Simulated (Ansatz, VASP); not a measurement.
# Au: VASP beside Ansatz

The input INCAR:

```
SYSTEM = Au
  PREC = Accurate
  ENCUT = 520
  EDIFF = 1E-6
  ISMEAR = -1
  SIGMA = 0.03
  LREAL = .False.
  LASPH = .True.
  NELM = 100
  ALGO = Normal
  ISIF = 2
  LWAVE = .False.
  LCHARG = .True.
  GGA = PE
  LELF = .True.
  LVHAR = .True.
  NBANDS = 18
```

File KPOINTS:

```
Automatic mesh
0
Gamma
  14 14 8
  0 0 0
```

File POSCAR:

```
Au
1.0
    2.9381606606      0.0000000000      0.0000000000
   -1.4690803303      2.5445217725      0.0000000000
    0.0000000000      0.0000000000      4.9442178906
Au
2
Direct
    0.3333333333      0.6666666667      0.7500000000
    0.6666666667      0.3333333333      0.2500000000
```

Input for Ansatz:

```yaml
crystal:
  lattice:
    - [2.9381606606, 0.0, 0.0]
    - [-1.4690803303, 2.5445217725, 0.0]
    - [0.0, 0.0, 4.9442178906]
  atoms:
    - { symbol: Au, position: [0.3333333333, 0.6666666667, 0.75] }
    - { symbol: Au, position: [0.6666666667, 0.3333333333, 0.25] }
kpoints:
  mp_grid: { grid: [14, 14, 8] }
  band_path:
    path:
      - [0.0, 0.0, 0.0]
      - [0.5, 0.0, 0.0]
      - [0.3333333333, 0.3333333333, 0.0]
      - [0.0, 0.0, 0.0]
      - [0.0, 0.0, 0.5]
      - [0.5, 0.0, 0.5]
      - [0.3333333333, 0.3333333333, 0.5]
      - [0.0, 0.0, 0.5]
      - [0.5, 0.0, 0.5]
    npoints: 5
scf:
  occupations: { method: fermi_dirac, width: 0.03 }
hamiltonian:
  xc: pbe
  pseudopotentials: { kind: all_electron, lapw: { basis_error: 0.0005 } }
output:
  forces: true
  stress: true
  eigenvalues: true
```

Change from the starting cell: volume scaled by 1.04.

Alike in both runs: task single point; functional PBE; k mesh 14 × 14 × 8; occupations fermi-dirac, width 0.03 eV; no spin polarisation.

```csv
,VASP,Ansatz
version,VASP 6.6.1,Ansatz 0.2.0
potentials or method,"VASP PAW PBE potentials, release 64 (Au), cutoff 520 eV","all-electron LAPW, scalar-relativistic"
```

Ansatz gave:

| Property | Result |
| --- | --- |
| pressure (GPa) | -3.2 |
| traceless stress, the component that is largest in VASP (GPa) | -0.09 |

What did VASP give for the same quantities?

Pressure (GPa): -3.4; traceless stress, the component that is largest in VASP (GPa): -0.10.

Ansatz ran all-electron here, and VASP with PAW potentials.

Spin-orbit coupling is off throughout.
